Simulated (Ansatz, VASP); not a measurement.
**One calculation of Mo, two programs**

```xyz
1
Lattice="-1.6149 1.6149 1.6149 1.6149 -1.6149 1.6149 1.6149 1.6149 -1.6149" Properties=species:S:1:pos:R:3 pbc="T T T"
Mo    0.0000    0.0000    0.0000
```

Change from the starting cell: volume scaled by 1.06, crystal datasets.

Alike in both runs: task electric field gradients; functional r2SCAN; k mesh 15 × 15 × 15; occupations fermi-dirac, width 0.05 eV; no spin polarisation.

```csv
,VASP,Ansatz
version,VASP 6.6.1,Ansatz 0.2.0
potentials or method,"VASP PAW PBE potentials, release 64 (Mo_sv), cutoff 520 eV","all-electron PAW with datasets made for the crystal, scalar-relativistic"
```

|  | VASP | Ansatz | Ansatz less VASP |
| --- | --- | --- | --- |
| pressure (GPa) | -16.6 | -17.4 | -0.85 |

VASP's potentials were made for PBE, not for r2SCAN. Ansatz ran all-electron here, and VASP with PAW potentials.
